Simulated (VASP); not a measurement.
# PbS (Cmcm) in VASP: a series of runs, part 2 of 2

VASP 6.6.1. Earlier steps stand in the parts before.

### Step 6. Single point, r2SCAN

This run uses another cell than the first one, of 28.26 Å³/atom.

The input, POSCAR:

```
PbS
1.0
    2.1207464379     -6.1088031065      0.0000000000
    2.1207464379      6.1088031065      0.0000000000
    0.0000000000      0.0000000000      4.3632505017
Pb S
2 2
Direct
    0.1305633500      0.8694366500      0.2500000000
    0.8694366500      0.1305633500      0.7500000000
    0.3547970900      0.6452029100      0.2500000000
    0.6452029100      0.3547970900      0.7500000000
```

The input, INCAR.step1:

```
SYSTEM = PbS
PREC = Accurate
ENCUT = 520
ISMEAR = -1
SIGMA = 0.05
LREAL = .False.
LASPH = .True.
NELM = 80
NBANDS = 28
GGA = PE
ALGO = Normal
EDIFF = 1E-4
LWAVE = .True.
LCHARG = .False.
```

The input, INCAR.step2:

```
SYSTEM = PbS
PREC = Accurate
ENCUT = 520
EDIFF = 1E-6
ISMEAR = -1
SIGMA = 0.05
LREAL = .False.
LASPH = .True.
NELM = 80
ALGO = Normal
ISIF = 2
LWAVE = .False.
LCHARG = .False.
METAGGA = R2SCAN
LMIXTAU = .True.
NBANDS = 28
ISTART = 1
```

The input, KPOINTS:

```
regular mesh
0
Gamma
  7 7 6
  0 0 0
```

Potentials or basis: VASP PAW PBE potentials, release 64 (Pb_d, S).

Launch:

```bash
> cat potpaw_PBE.64/Pb_d/POTCAR potpaw_PBE.64/S/POTCAR > POTCAR
> cp INCAR.step1 INCAR
> mpirun -np 1 vasp_std > vasp.out
> cp INCAR.step2 INCAR
> mpirun -np 1 vasp_std > vasp.out
```

OUTCAR:

```text
SYSTEM = PbS
   PREC = Accurate
   ENCUT = 520
   EDIFF = 1E-6
   ISMEAR = -1
   LREAL = .False.
   LASPH = .True.
   NELM = 80
   ISIF = 2
   METAGGA = R2SCAN
   ISTART = 1

 ion  position               nearest neighbor table
   1  0.131  0.869  0.250-   3 2.74   4 3.05   4 3.05   4 3.05   4 3.05   2 3.86   2 3.86
   2  0.869  0.131  0.750-   4 2.74   3 3.05   3 3.05   3 3.05   3 3.05   1 3.86   1 3.86
   3  0.355  0.645  0.250-   1 2.74   2 3.05   2 3.05   2 3.05   2 3.05
   4  0.645  0.355  0.750-   2 2.74   1 3.05   1 3.05   1 3.05   1 3.05

  LATTYP: Found a base centered orthorhombic cell.
 ALAT       =     4.2414928758
 B/A-ratio  =     2.8804966956
 C/A-ratio  =     1.0287063139

  Lattice vectors:

 A1 = (   2.1207464379,  -6.1088031065,   0.0000000000)
 A2 = (   2.1207464379,   6.1088031065,   0.0000000000)
 A3 = (   0.0000000000,   0.0000000000,   4.3632505017)

Analysis of symmetry for initial positions (statically):
=====================================================================
 Subroutine PRICEL returns:
[... 173 lines left out ...]

  energy without entropy =     -131.07397212  energy(sigma->0) =     -131.07397213

 E-fermi :   4.8418     XC(G=0):  -9.8352

 val. band max:        3.9928011053   @ k =   0.2857   0.1429   0.0000
 cond. band min:       5.6119221584   @ k =   0.4286   0.4286   0.0000
 fundamental gap:      1.6191210531
 Fermi energy:         4.8418485240

 k-point     1 :       0.0000    0.0000    0.0000
  band No.  band energies     occupation
      1     -12.8278      2.00000
      2     -12.7598      2.00000
      3     -12.7559      2.00000
      4     -12.7439      2.00000
      5     -12.7180      2.00000
      6     -12.7158      2.00000
[... 733 lines left out ...]
     27      11.9890      0.00000
     28      12.8196      0.00000

 [... further k-points ...]

------------------------ aborting loop because EDIFF is reached ----------------------------------------

  FORCE on cell =-STRESS in cart. coord.  units (eV):
  Direction    XX          YY          ZZ          XY          YZ          ZX
  --------------------------------------------------------------------------------------
  -------------------------------------------------------------------------------------
  Total       -2.0652913     -2.0786015     -2.0799197      0.0000000     -0.0000000      0.0000000
  in kB      -29.2689320    -29.4575626    -29.4762430      0.0000000     -0.0000000      0.0000000
  external PRESSURE =     -29.4009125 kB  Pullay stress =       0.0000000 kB

 VOLUME and BASIS-vectors are now :
 -----------------------------------------------------------------------------
  energy-cutoff  :      520.00
  volume of cell :      113.05
      direct lattice vectors                 reciprocal lattice vectors
     2.120746438 -6.108803106  0.000000000     0.235766045 -0.081849094  0.000000000
     2.120746438  6.108803106  0.000000000     0.235766045  0.081849094  0.000000000
     0.000000000  0.000000000  4.363250502     0.000000000  0.000000000  0.229186933

 POSITION                                       TOTAL-FORCE (eV/Angst)
 -----------------------------------------------------------------------------------
      2.12075      4.51363      1.09081         0.000000     -0.346992     -0.000000
      2.12075     -4.51363      3.27244         0.000000      0.346992      0.000000
      2.12075      1.77403      1.09081         0.000000      0.228865     -0.000000
      2.12075     -1.77403      3.27244         0.000000     -0.228865     -0.000000
 -----------------------------------------------------------------------------------
    total drift:                               -0.000000     -0.000000      0.000000

  FREE ENERGIE OF THE ION-ELECTRON SYSTEM (eV)
  ---------------------------------------------------
  free  energy   TOTEN  =      -131.0739721296 eV

  energy  without entropy=     -131.0739721234  energy(sigma->0) =     -131.07397213
```

OUTCAR.step1:

```text
SYSTEM = PbS
   PREC = Accurate
   ENCUT = 520
   ISMEAR = -1
   LREAL = .False.
   LASPH = .True.
   NELM = 80
[... 974 lines left out ...]
      2.12075     -4.51363      3.27244         0.000000      0.268172     -0.000000
      2.12075      1.77403      1.09081         0.000000      0.102489      0.000000
      2.12075     -1.77403      3.27244         0.000000     -0.102489      0.000000
 -----------------------------------------------------------------------------------
    total drift:                               -0.000000     -0.000000      0.000000

  FREE ENERGIE OF THE ION-ELECTRON SYSTEM (eV)
  ---------------------------------------------------
  free  energy   TOTEN  =       -17.3594849416 eV

  energy  without entropy=      -17.3594848469  energy(sigma->0) =      -17.35948489
```

It took 11 min on 1 thread of Intel Xeon Platinum 8488C (Sapphire Rapids), shared host; peak memory 0.39 GiB.

Results:

* Free energy: -131.0740 eV
* Pressure: -2.9 GPa
* Largest force: 0.347 eV/Å
* Band gap on the k mesh: 1.62 eV (least direct gap 1.77 eV)

Forces in eV/Å, atoms in the order of the input:
```
Pb   0.000 -0.347  0.000
Pb   0.000  0.347  0.000
S    0.000  0.229  0.000
S    0.000 -0.229  0.000
```

Caveat: the PAW data sets were made with another functional, which shifts forces and pressure a little; spin-orbit coupling is left out, which moves the levels of the heavy elements; an odd mesh through Γ misses points on the zone boundary, where band edges can lie.

### Step 7. The runs side by side

| level | cell | gap on the mesh (eV) | pressure (GPa) | largest force (eV/Å) |
| --- | --- | --- | --- | --- |
| revPBE | a = 6.342, b = 6.342, c = 4.279 Å, angles 90.0, 90.0, 141.7°, 4 atoms, atomic positions A | 1.32 | 2.4 | 0.13 |
| BLYP | a = 6.342, b = 6.342, c = 4.279 Å, angles 90.0, 90.0, 141.7°, 4 atoms, atomic positions A | 1.30 | 4.7 | 0.24 |
| revPBE | a = 8.959, b = 8.959, c = 4.293 Å, angles 90.0, 90.0, 152.3°, 4 atoms, atomic positions B | 1.72 | 0.0 | - |
| r2SCAN | a = 6.384, b = 6.384, c = 4.308 Å, angles 90.0, 90.0, 141.7°, 4 atoms, atomic positions A | 1.57 | -1.1 | 0.13 |
| r2SCAN | a = 6.466, b = 6.466, c = 4.363 Å, angles 90.0, 90.0, 141.7°, 4 atoms, atomic positions A | 1.62 | -2.9 | 0.35 |

Alike in all rows: task single point; potentials or basis VASP PAW PBE potentials, release 64 (Pb_d, S); no spin polarisation; k mesh 7 × 7 × 6; cutoff (eV) 520; smearing fermi-dirac 0.05 eV.

Caveats: the PAW data sets were made with another functional, which shifts forces and pressure a little; spin-orbit coupling is left out, which moves the levels of the heavy elements; an odd mesh through Γ misses points on the zone boundary, where band edges can lie; the cell stands under pressure (at least some runs).

Absolute energies hang on the potentials; compare differences alone.
